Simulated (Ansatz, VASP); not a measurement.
**Two plane-wave programs on Tc**

File INCAR:

```
SYSTEM = Tc
  ALGO = Fast
  EDIFF = 1E-6
  ENCUT = 520
  GGA = PS
  ISIF = 2
  ISMEAR = -1
  LASPH = .True.
  LCHARG = .True.
  LELF = .True.
  LREAL = .False.
  LVHAR = .True.
  LWAVE = .False.
  NBANDS = 20
  NELM = 80
  PREC = Accurate
  SIGMA = 0.05
```

The input KPOINTS:

```
k-points
0
Gamma
  11 11 6
  0 0 0
```

Contents of POSCAR:

```
Tc
1.0
    2.7400000000      0.0000000000      0.0000000000
   -1.3700000000      2.3729096064      0.0000000000
    0.0000000000      0.0000000000      4.3980000000
Tc
2
Direct
    0.6499490000      0.3300850000      0.7450650000
    0.3411890000      0.6657310000      0.2615210000
```

input.yaml

```yaml
crystal:
  lattice:
    - [2.74, 0.0, 0.0]
    - [-1.37, 2.3729096064, 0.0]
    - [0.0, 0.0, 4.398]
  atoms:
    - { symbol: Tc, position: [0.649949, 0.330085, 0.745065] }
    - { symbol: Tc, position: [0.341189, 0.665731, 0.261521] }
hamiltonian:
  xc: pbesol
  pseudopotentials: { kind: paw }
kpoints:
  mp_grid: { grid: [11, 11, 6] }
scf:
  occupations: { method: fermi_dirac, width: 0.05 }
output:
  forces: true
  stress: true
  eigenvalues: true
```

Change from the starting cell: atoms moved at random, drawn with an rms of 0.05 Å.

Alike in both runs: task single point; functional PBEsol; k mesh 11 × 11 × 6; occupations fermi-dirac, width 0.05 eV; no spin polarisation.

|  | VASP | Ansatz |
| --- | --- | --- |
| version | VASP 6.6.1 | Ansatz 0.2.0 |
| potentials or method | VASP PAW PBE potentials, release 64 (Tc_pv) | Ansatz PAW earlier set |
| plane-wave cutoff (eV) | 520 | 500 |
| valence electrons in the cell | 26 | 30 |

Ansatz gave:

```
gap on the k mesh at the Fermi level (eV)                     : none
pressure (GPa)                                                : -5.8
traceless stress, the component that is largest in VASP (GPa) : -1.09
rms of the force components (eV/Å)                            : 0.129
```

Task: Which values does VASP return?

Result: gap on the k mesh at the Fermi level (eV): none; pressure (GPa): -6.5; traceless stress, the component that is largest in VASP (GPa): -1.08; rms of the force components (eV/Å): 0.124.

VASP's potentials were made for PBE, not for PBEsol. Atom by atom the forces differ by 0.009 eV/Å (rms over components). A gap of «none» marks a metal or a gap that the smearing closes. VASP's potentials hold 26 valence electrons a cell and Ansatz's 30, so a difference there can come from the potentials and not from the codes.
